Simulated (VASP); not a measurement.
# CuSi16 (a cell with a defect) in VASP: a series of runs, part 2 of 2

VASP 6.6.1. The steps go on from the part before.

## 3. Single point, PBE

The input, INCAR:

```
PREC = Accurate ; ENCUT = 520
EDIFF = 1E-6 ; ISMEAR = 0
SIGMA = 0.05 ; LREAL = Auto
LASPH = T ; NELM = 80
ALGO = Normal ; ISIF = 2
LWAVE = F ; LCHARG = F
GGA = PE ; NBANDS = 52
NELECT = 74.0
```

The input, KPOINTS:

```
Automatic mesh
0
Gamma
  2 2 2
```

The input, POSCAR:

```
CuSi16
1.0
    0.0000000000      5.4300000000      5.4300000000
    5.4300000000      0.0000000000      5.4300000000
    5.4300000000      5.4300000000      0.0000000000
Si Cu
16 1
Direct
   -0.0072030387      0.0107232965     -0.0019857274
    0.1133901473      0.1449999079      0.1164034070
   -0.0177959484      0.0046440147      0.5083191529
    0.1155418048      0.1268302026      0.6242858195
    0.0003040516      0.5132605893      0.0220314917
    0.1323035912      0.6377671271      0.1374347145
   -0.0063682320      0.4994262431      0.5123093002
    0.1103239411      0.6176011050      0.6509500921
    0.4976390424      0.0077443831     -0.0147987109
    0.6205772560      0.1249383978      0.1171785451
    0.4879759669     -0.0081954880      0.4912091160
    0.6125119705      0.1173659300      0.6122346225
    0.5047056169      0.4976186924     -0.0027645488
    0.6324417127      0.6220203499      0.1179663904
    0.4948695212      0.4882527624      0.5087081952
    0.6215162983      0.6186236648      0.6234107735
    0.2788918969      0.7906721915      0.2938996317
```

Potentials or basis: VASP PAW PBE potentials, release 64 (Si, Cu).

Run with:

```
$ cat potpaw_PBE.64/Si/POTCAR potpaw_PBE.64/Cu/POTCAR > POTCAR
$ mpirun -np 1 vasp_std > vasp.out
```

OUTCAR:

```text
PREC = Accurate
   ENCUT = 520
   EDIFF = 1E-6
   ISMEAR = 0
   LREAL = Auto
   LASPH = T
   NELM = 80
   ISIF = 2
   GGA = PE
   NELECT = 74.0

 ion  position               nearest neighbor table
   1  0.993  0.011  0.998-  10 2.34   2 2.34   4 2.34   6 2.35
   2  0.113  0.145  0.116-   5 2.32  17 2.33   1 2.34   9 2.41   3 2.46
   3  0.982  0.005  0.508-  12 2.33   4 2.33  17 2.41   8 2.43   2 2.46
   4  0.116  0.127  0.624-   3 2.33   7 2.34  11 2.34   1 2.34
   5  0.000  0.513  0.022-  14 2.32   2 2.32   6 2.33   8 2.34
   6  0.132  0.638  0.137-   5 2.33  13 2.34   1 2.35   7 2.36  17 2.86
   7  0.994  0.499  0.512-  16 2.34   4 2.34   8 2.34   6 2.36
   8  0.110  0.618  0.651-   5 2.34  17 2.34   7 2.34  15 2.41   3 2.43
   9  0.498  0.008  0.985-  10 2.33  12 2.34   2 2.41  14 2.42  17 2.47
  10  0.621  0.125  0.117-   9 2.33   1 2.34  13 2.34  11 2.35
  11  0.488  0.992  0.491-  12 2.33   4 2.34  16 2.34  10 2.35
  12  0.613  0.117  0.612-   3 2.33  11 2.33  15 2.33   9 2.34
  13  0.505  0.498  0.997-  14 2.34  10 2.34   6 2.34  16 2.35
  14  0.632  0.622  0.118-   5 2.32  17 2.33  13 2.34   9 2.42  15 2.45
  15  0.495  0.488  0.509-  16 2.33  12 2.33   8 2.41  17 2.43  14 2.45
  16  0.622  0.619  0.623-  15 2.33   7 2.34  11 2.34  13 2.35
  17  0.279  0.791  0.294-  14 2.33   2 2.33   8 2.34   3 2.41  15 2.43   9 2.47   6 2.86

  LATTYP: Found a face centered cubic cell.
 ALAT       =    10.8600000000

  Lattice vectors:

 A1 = (   0.0000000000,   5.4300000000,   5.4300000000)
 A2 = (   5.4300000000,   0.0000000000,   5.4300000000)
 A3 = (   5.4300000000,   5.4300000000,   0.0000000000)

Analysis of symmetry for initial positions (statically):
=====================================================================
 Subroutine PRICEL returns:
 Original cell was already a primitive cell.

 Routine SETGRP: Setting up the symmetry group for a
 face centered cubic supercell.

 Subroutine GETGRP returns: Found  1 space group operations
 (whereof  1 operations were pure point group operations)
 out of a pool of 48 trial point group operations.

The static configuration has the point symmetry C_1 .

Analysis of symmetry for dynamics (positions and initial velocities):
=====================================================================
 Subroutine PRICEL returns:
 Original cell was already a primitive cell.

 Routine SETGRP: Setting up the symmetry group for a
 face centered cubic supercell.

 Subroutine GETGRP returns: Found  1 space group operations
 (whereof  1 operations were pure point group operations)
 out of a pool of 48 trial point group operations.

The dynamic configuration has the point symmetry C_1 .

 Subroutine INISYM returns: Found  1 space group operations
 (whereof  1 operations are pure point group operations),
 and found     1 'primitive' translations

----------------------------------------------------------------------------------------

                                     Primitive cell

  volume of cell :     320.2060

  direct lattice vectors                    reciprocal lattice vectors
     0.000000000  5.430000000  5.430000000    -0.092081031  0.092081031  0.092081031
     5.430000000  0.000000000  5.430000000     0.092081031 -0.092081031  0.092081031
[... 77 lines left out ...]
  0.500000  0.500000  0.000000      1.000000
  0.000000  0.500000  0.500000      1.000000
  0.500000  0.000000  0.500000      1.000000
   k-points           NKPTS =      8   k-points in BZ     NKDIM =      8   number of bands    NBANDS=     52
   number of dos      NEDOS =    301   number of ions     NIONS =     17
   total plane-waves  NPLWV = 216000
   dimension x,y,z NGX =    60 NGY =   60 NGZ =   60
   dimension x,y,z NGXF=   120 NGYF=  120 NGZF=  120
   ions per type =              16   1
   NGX,Y,Z   is equivalent  to a cutoff of  12.99, 12.99, 12.99 a.u.
   NGXF,Y,Z  is equivalent  to a cutoff of  25.98, 25.98, 25.98 a.u.
 SYSTEM =  unknown system
   PREC   = accura    normal or accurate (medium, high low for compatibility)
   ISTART =      0    job   : 0-new  1-cont  2-samecut
   ICHARG =      2    charge: 1-file 2-atom 10-const
   ISPIN  =      1    spin polarized calculation?
   LNONCOLLINEAR =      F non collinear calculations
   LSORBIT =      F    spin-orbit coupling
   LASPH  =      T    aspherical Exc in radial PAW
   ENCUT  =  520.0 eV  38.22 Ry    6.18 a.u.  14.28 14.28 14.28*2*pi/ulx,y,z
   NELM   =     80;   NELMIN=  2; NELMDL= -5     # of ELM steps
   EDIFF  = 0.1E-05   stopping-criterion for ELM
   LREAL  =      T    real-space projection
   EDIFFG = 0.1E-04   stopping-criterion for IOM
   NSW    =      0    number of steps for IOM
   IBRION =     -1    ionic relax: 0-MD 1-quasi-New 2-CG
   NFREE  =      0    steps in history (QN), initial steepest desc. (CG)
   ISIF   =      2    stress and relaxation
   ISYM   =      2    0-nonsym 1-usesym 2-fastsym
   POTIM  = 0.5000    time-step for ionic-motion
   TEBEG  =    0.0;   TEEND  =   0.0 temperature during run
   PSTRESS=    0.0 pullay stress
   NELECT =      74.0000    total number of electrons
   NUPDOWN=      -1.0000    fix difference up-down
   EMIN   =  10.00;   EMAX   =-10.00  energy-range for DOS
   EFERMI =   0.00;   METHOD = LEGACY
   ISMEAR =     0;   SIGMA  =   0.05  broadening in eV -4-tet -1-fermi 0-gaus
   EFERMI_NEDOS =   21; number of points for ismear=-14 and -15
   IALGO  =     38    algorithm
   IMIX   =      4    mixing-type and parameters
     AMIX     =   0.40;   BMIX     =  1.00
     AMIX_MAG =   1.60;   BMIX_MAG =  1.00
  volume/ion in A,a.u.               =      18.84       127.11
  Fermi-wavevector in a.u.,A,eV,Ry     =   1.004636  1.898488 13.732283  1.009294
  Thomas-Fermi vector in A             =   2.137265
   LORBIT       =      0    0 simple, 1 ext, 2 COOP (PROOUT), +10 PAW based schemes
   GGA     = PE    functional components
   LHFCALC =     F    Hartree Fock is set to
   AEXX    =    0.0000 exact exchange contribution
   IVDW    =     0    specifies the selected vdW correction
   LEPSILON=     F    determine dielectric tensor
   LRPA    =     F    only Hartree local field effects (RPA)
 non-spin polarized calculation
 Gauss-broadening in eV      SIGMA  =   0.05
  energy-cutoff  :      520.00
  volume of cell :      320.21
 maximum number of plane-waves:      8646
 NGX is ok and might be reduce to    60
   NGX = 29   NGY = 29   NGZ = 29

 number of electron      73.9999999 magnetization

 Free energy of the ion-electron system (eV)
  ---------------------------------------------------
  ext. energy  EPLUGINS =         0.00000000
  ---------------------------------------------------
  free energy    TOTEN  =       -94.20908200 eV

  energy without entropy =      -94.20760395  energy(sigma->0) =      -94.20834298

 E-fermi :   6.4290     XC(G=0):  -9.6111

 val. band max:        6.3665467961   @ k =   0.0000   0.0000   0.0000
 cond. band min:       6.4915525672   @ k =   0.0000   0.0000   0.0000
 fundamental gap:      0.1250057711
 Fermi energy:         6.4290496817

 k-point     1 :       0.0000    0.0000    0.0000
  band No.  band energies     occupation
      1      -5.8944      2.00000
      2      -3.5403      2.00000
      3      -3.5067      2.00000
      4      -3.4857      2.00000
      5      -3.4693      2.00000
      6      -1.9798      2.00000
[... 405 lines left out ...]
     48      10.4560      0.00000
     49      10.4657      0.00000
 [bands above 49 left out]

------------------------ aborting loop because EDIFF is reached ----------------------------------------

  FORCE on cell =-STRESS in cart. coord.  units (eV):
  Direction    XX          YY          ZZ          XY          YZ          ZX
  --------------------------------------------------------------------------------------
  -------------------------------------------------------------------------------------
  Total       -0.9300172     -1.2244285     -1.6802025     -0.5411979      0.2930557      0.0981979
  in kB       -4.6534184     -6.1265294     -8.4070324     -2.7079288      1.4663282      0.4913415
  external PRESSURE =      -6.3956601 kB  Pullay stress =       0.0000000 kB

 VOLUME and BASIS-vectors are now :
 -----------------------------------------------------------------------------
  energy-cutoff  :      520.00
  volume of cell :      320.21
      direct lattice vectors                 reciprocal lattice vectors
     0.000000000  5.430000000  5.430000000    -0.092081031  0.092081031  0.092081031
     5.430000000  0.000000000  5.430000000     0.092081031 -0.092081031  0.092081031
     5.430000000  5.430000000  0.000000000     0.092081031  0.092081031 -0.092081031

 POSITION                                       TOTAL-FORCE (eV/Angst)
 -----------------------------------------------------------------------------------
      5.47745     10.81011      5.44911         0.018097     -0.002459      0.013338
      1.41942      1.24778      1.40306        -0.000110      0.006519     -0.001500
      2.78539      8.09354      5.35859        -0.006840     -0.003157     -0.005528
      4.07856      4.01726      1.31608         0.006130     -0.017703     -0.012413
      2.90664      0.12128      2.78866         0.020907      0.007380      0.012608
      4.20935      1.46468      4.18148         0.007280      0.007130      0.012790
[... 9 lines left out ...]
      6.74425      6.75995      6.73396         0.012280     -0.004825      0.002793
      5.88922      3.11026      5.80773        -0.081676     -0.047759     -0.052391
 -----------------------------------------------------------------------------------
    total drift:                                0.001151      0.003043      0.000114

  FREE ENERGIE OF THE ION-ELECTRON SYSTEM (eV)
  ---------------------------------------------------
  free  energy   TOTEN  =       -94.2090819981 eV

  energy  without entropy=      -94.2076039543  energy(sigma->0) =      -94.20834298
```

Run time: 3 min. Hardware: 1 thread of Intel Xeon 6975P-C (Granite Rapids), shared host; peak memory 0.5 GiB.

What came out:

| Item | Value |
| --- | --- |
| Free energy | -94.2091 eV |
| Largest force | 0.108 eV/Å |

Forces on the atoms (eV/Å):
```
Si   0.018 -0.002  0.013
Si   0.000  0.007 -0.002
Si  -0.007 -0.003 -0.006
Si   0.006 -0.018 -0.012
Si   0.021  0.007  0.013
Si   0.007  0.007  0.013
Si   0.005  0.008 -0.002
Si   0.010 -0.001 -0.001
Si   0.000 -0.003  0.008
Si   0.010  0.002 -0.003
Si   0.002  0.000 -0.007
Si   0.012 -0.002  0.004
Si   0.008  0.003  0.002
Si  -0.018  0.033  0.041
Si  -0.005  0.015 -0.011
Si   0.012 -0.005  0.003
Cu  -0.082 -0.048 -0.052
```

Levels at points of the mesh, in eV from the Fermi level:
```tsv
k point	band 35	band 36	band 37	band 38	band 39	band 40
(0.00, 0.00, 0.00)	-0.60	-0.23	-0.06	0.06	0.24	0.55
(0.50, 0.00, 0.00)	-0.94	-0.91	-0.75	0.58	1.06	1.17
(0.00, 0.50, 0.00)	-0.95	-0.92	-0.77	0.57	1.07	1.16
(0.00, 0.00, 0.50)	-0.96	-0.94	-0.81	0.53	1.08	1.15
(0.50, 0.50, 0.50)	-0.92	-0.64	-0.50	0.52	0.98	1.36
(0.50, 0.50, 0.00)	-1.52	-1.45	-1.20	0.66	0.90	1.90
(0.00, 0.50, 0.50)	-1.55	-1.47	-1.15	0.65	0.90	1.89
(0.50, 0.00, 0.50)	-1.54	-1.47	-1.16	0.65	0.90	1.89
```

Caveat: the k points lie up to 0.50 Å⁻¹ apart; the cell carries a net charge on a neutralising background, which shifts energy and pressure; the cell is charged against a uniform background, so pressure and absolute levels hang on convention.

## 4. Single point, PBE

The input, INCAR:

```
  ALGO = Normal
  EDIFF = 1E-7
  ENCUT = 520
  GGA = PE
  ISIF = 2
  ISMEAR = 0
  LASPH = T
  LCHARG = T
  LELF = T
  LREAL = Auto
  LVHAR = T
  LWAVE = F
  NBANDS = 52
  NELECT = 74.0
  NELM = 80
  PREC = Accurate
  SIGMA = 0.05
```

The input, KPOINTS:

```
k-points
0
Gamma
  2 2 2
```

The input, POSCAR:

```
CuSi16
1.0
    0.0000000000      5.4300000000      5.4300000000
    5.4300000000      0.0000000000      5.4300000000
    5.4300000000      5.4300000000      0.0000000000
Si Cu
16 1
Direct
   -0.0042008287      0.0076673112      0.0002849908
    0.1165447514      0.1442416206      0.1140710866
   -0.0185748619      0.0060490792      0.5062398711
    0.1121553407      0.1263886740      0.6270107735
    0.0008471455      0.5149154696      0.0160723757
    0.1340546961      0.6339495396      0.1355524862
   -0.0040811234      0.4995929098      0.5093523941
    0.1166380295      0.6143297422      0.6450809392
    0.5005781768      0.0108245856     -0.0200035912
    0.6243292818      0.1231534070      0.1155372007
    0.4842246777     -0.0110174954      0.4885125230
    0.6137023020      0.1106385820      0.6092023020
    0.5063376611      0.4963083794     -0.0027978821
    0.6323977901      0.6192885820      0.1194896869
    0.5005908840      0.4811522099      0.5113743094
    0.6244656538      0.6161986188      0.6240056169
    0.3152365562      0.8200877532      0.3197720994
```

Run with:

```
$ cat potpaw_PBE.64/Si/POTCAR potpaw_PBE.64/Cu/POTCAR > POTCAR
$ mpirun -np 1 vasp_std > vasp.out
```

It took 3.3 min on 1 thread of Intel Xeon 6975P-C (Granite Rapids), shared host; peak memory 0.5 GiB.

It converged, with:

* Free energy: -94.1752 eV
* Largest force: 0.080 eV/Å

Forces on the atoms (eV/Å):
```
Si   0.008 -0.007  0.008
Si   0.014  0.001 -0.001
Si  -0.012 -0.003 -0.007
Si  -0.001 -0.018 -0.018
Si  -0.006 -0.007 -0.001
Si   0.000  0.000  0.006
Si   0.000 -0.001 -0.003
Si   0.011 -0.005 -0.004
Si  -0.015 -0.013  0.009
Si   0.008  0.001 -0.002
Si  -0.008 -0.011 -0.016
Si   0.002 -0.014 -0.016
Si   0.006  0.001  0.003
Si  -0.017  0.017  0.020
Si  -0.023  0.008 -0.020
Si   0.001 -0.004 -0.005
Cu   0.032  0.054  0.049
```

Levels at points of the mesh, in eV from the Fermi level:
```tsv
k point	band 35	band 36	band 37	band 38	band 39	band 40
(0.00, 0.00, 0.00)	-0.52	-0.17	-0.08	0.08	0.10	0.52
(0.50, 0.00, 0.00)	-0.98	-0.93	-0.70	0.66	1.03	1.10
(0.00, 0.50, 0.00)	-1.01	-0.93	-0.76	0.65	1.02	1.07
(0.00, 0.00, 0.50)	-1.02	-0.94	-0.76	0.65	1.02	1.08
(0.50, 0.50, 0.50)	-0.93	-0.62	-0.45	0.55	0.99	1.43
(0.50, 0.50, 0.00)	-1.50	-1.47	-1.19	0.70	0.82	1.88
(0.00, 0.50, 0.50)	-1.51	-1.49	-1.14	0.70	0.80	1.87
(0.50, 0.00, 0.50)	-1.50	-1.47	-1.19	0.70	0.82	1.88
```

Caveat: the k points lie up to 0.50 Å⁻¹ apart; the cell carries a net charge on a neutralising background, which shifts energy and pressure; the cell is charged against a uniform background, so pressure and absolute levels hang on convention.
